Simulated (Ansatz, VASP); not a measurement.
Be in VASP and in Ansatz

```xyz
1
Lattice="-1.4473 1.4473 1.4473 1.4473 -1.4473 1.4473 1.4473 1.4473 -1.4473" Properties=species:S:1:pos:R:3 pbc="T T T"
Be    0.0000    0.0000    0.0000
```

Alike in both runs: task single point; functional PBEsol; k mesh 8 × 8 × 8; occupations gaussian, width 0.1 eV; no spin polarisation.

```csv
,VASP,Ansatz
version,VASP 6.6.1,Ansatz 0.2.0
potentials or method,"VASP PAW PBE potentials, release 64 (Be), cutoff 600 eV","scalar-relativistic, plane waves, PAW"
valence electrons in the cell,2,2
```

VASP gave:

* gap on the k mesh at the Fermi level (eV): none
* pressure (GPa): -25.8

Which values does Ansatz return?

gap on the k mesh at the Fermi level (eV): none; pressure (GPa): -25.9.

VASP's potentials were made for PBE, not for PBEsol. A gap of «none» marks a metal or a gap that the smearing closes. The functional is the same, so the differences come from potentials, cutoffs and numerics.

The k mesh is coarse, so the values compare programs but aren't converged.
